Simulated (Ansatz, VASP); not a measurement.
**Two plane-wave programs on SrO**

File INCAR:

```
ALGO = Normal
EDIFF = 1E-7
ENCUT = 520
GGA = PS
ISIF = 2
ISMEAR = 0
LASPH = T
LCHARG = F
LREAL = F
LWAVE = F
NBANDS = 24
NELM = 80
PREC = Accurate
SIGMA = 0.05
```

Contents of KPOINTS:

```
k-points
0
Gamma
  6 6 6
```

The input POSCAR:

```
SrO
1.0
    4.2754662656      0.0000000000      0.0000000000
   -2.1377331328      3.7026623990      0.0000000000
    0.0000000000      0.0000000000      5.5680425892
Sr O
2 2
Direct
    0.3333333333      0.6666666667      0.9381277000
    0.6666666667      0.3333333333      0.4381277000
    0.3333333333      0.6666666667      0.4368723000
    0.6666666667      0.3333333333      0.9368723000
```

Input for Ansatz:

```yaml
crystal:
  lattice:
    - [4.2754662656, 0.0, 0.0]
    - [-2.1377331328, 3.702662399, 0.0]
    - [0.0, 0.0, 5.5680425892]
  atoms:
    - { symbol: Sr, position: [0.3333333333, 0.6666666667, 0.9381277] }
    - { symbol: Sr, position: [0.6666666667, 0.3333333333, 0.4381277] }
    - { symbol: O, position: [0.3333333333, 0.6666666667, 0.4368723] }
    - { symbol: O, position: [0.6666666667, 0.3333333333, 0.9368723] }
basis:
  ecutwfc: 420
kpoints:
  mp_grid: { grid: [6, 6, 6] }
hamiltonian:
  xc: pbesol
scf:
  occupations: { method: gaussian, width: 0.05 }
output:
  forces: true
  stress: true
  eigenvalues: true
```

Change from the starting cell: strain +0.000 along x and y, +0.080 along z, atoms carried along.

Alike in both runs: task single point; functional PBEsol; k mesh 6 × 6 × 6; occupations gaussian, width 0.05 eV; no spin polarisation.

|  | VASP | Ansatz |
| --- | --- | --- |
| version | VASP 6.6.1 | Ansatz 0.2.0 |
| potentials or method | VASP PAW PBE potentials, release 64 (Sr_sv, O), cutoff 520 eV | scalar-relativistic, plane waves, PAW |
| valence electrons in the cell | 32 | 32 |

```tsv
	VASP	Ansatz	Ansatz less VASP
gap on the k mesh at the Fermi level (eV)	2.31	2.31	+0.006
least direct gap on the mesh (eV)	2.38	2.39	+0.012
pressure (GPa)	-5.5	-5.8	-0.37
traceless stress, the component that is largest in VASP (GPa)	-3.03	-2.84	+0.188
```

VASP's potentials were made for PBE, not for PBEsol. The functional is the same, so the differences come from potentials, cutoffs and numerics.
